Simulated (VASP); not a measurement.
Write the native input for VASP 6.6.1 that does the following.

```
Task                   : relaxation of cell and atoms
Functional             : BLYP
Potentials or basis    : VASP PAW PBE potentials, release 64 (Zn)
Cutoff                 : 600 eV
k mesh                 : 13 × 13 × 4
Occupations            : fermi-dirac, width 0.1 eV
Spin                   : no spin polarisation
Dipole correction      : no
Further INCAR settings : ALGO = Normal; EDIFF = 1e-06; IBRION = 2; EDIFFG = -0.01; NSW = 80; ISIF = 3
```

The structure of Zn lies in POSCAR:

```
Zn
1.0
    2.7811174557      0.0000000000      0.0000000000
   -1.3905587278      2.4085183675      0.0000000000
    0.0000000000      0.0000000000      9.0831296103
Zn
4
Direct
    0.0000000000      0.0000000000      0.0000000000
    0.0000000000      0.0000000000      0.5000000000
    0.3333333333      0.6666666667      0.2500000000
    0.6666666667      0.3333333333      0.7500000000
```

The input as run:

INCAR

```
SYSTEM = Zn
PREC = Accurate ; ENCUT = 600
EDIFF = 1E-6 ; ISMEAR = -1
SIGMA = 0.1 ; LREAL = .False.
LASPH = .True. ; NELM = 80
ALGO = Normal ; ISIF = 3
LWAVE = .False. ; LCHARG = .False.
GGA = B5 ; ALDAX = 1.0
AGGAX = 1.0 ; AGGAC = 1.0
ALDAC = 0.0 ; IBRION = 2
NSW = 80 ; EDIFFG = -0.01
```

KPOINTS

```
regular mesh
0
Gamma
  13 13 4
  0 0 0
```

Potentials or basis: VASP PAW PBE potentials, release 64 (Zn).

Launch:

```console
$ cat potpaw_PBE.64/Zn/POTCAR > POTCAR
$ mpirun -np 1 vasp_std > vasp.out
```

It gave:

```yaml
Relaxed_volume: 18.63 Å³/atom
Relaxed_cell: a = 2.617 Å, b = 2.617 Å, c = 12.565 Å, α = 90.00°, β = 90.00°, γ = 120.00°
Space_group_after_relaxing_to_0.1_Å: P6_3/mmc (No. 194)
Energy_gained_by_relaxing: 80.3 meV/atom
Ionic_steps: 32
Pressure_after_relaxing: 0.1 GPa
Band_gap_on_the_k_mesh: zero (bands 24 and 25 overlap by 5.26 eV)
```

Caveat: the volume moved by over 15 % at a fixed basis, so the end points are rough; the PAW data sets were made with another functional, which shifts forces and pressure a little.

Wall time 29 min on 1 thread of Intel(R) Xeon(R) Platinum 8488C (Sapphire Rapids), with other jobs on the host, peak memory 0.26 GiB.
